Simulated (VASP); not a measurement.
Input of a VASP 6.6.1 run:

The input INCAR:

```
ALGO = Normal
EDIFF = 1E-7
ENCUT = 520
GGA = PS
ISIF = 2
ISMEAR = 0
LASPH = T
LCHARG = T
LELF = T
LREAL = F
LVHAR = T
LWAVE = F
NBANDS = 12
NELM = 100
PREC = Accurate
SIGMA = 0.1
```

Contents of KPOINTS:

```
k-points
0
Gamma
  16 16 16
```

The input POSCAR:

```
Hg
1.0
   -1.8903760756      1.8903760756      1.6713795787
    1.8903760756     -1.8903760756      1.6713795787
    1.8903760756      1.8903760756     -1.6713795787
Hg
1
Direct
    0.0000000000      0.0000000000      0.0000000000
```

Potentials or basis: VASP PAW PBE potentials, release 64 (Hg).

Run with:

```sh
$ cat potpaw_PBE.64/Hg/POTCAR > POTCAR
$ mpirun -np 1 vasp_std > vasp.out
```

Question: Predict the pressure.

Answer: 0.3 GPa.

Question: Predict the band gap on the k mesh.

Answer: Zero (bands 6 and 7 overlap by 4.45 eV).

Caveat: the PAW data sets were made with another functional, which shifts forces and pressure a little; spin-orbit coupling is left out, which moves the levels of the heavy elements.
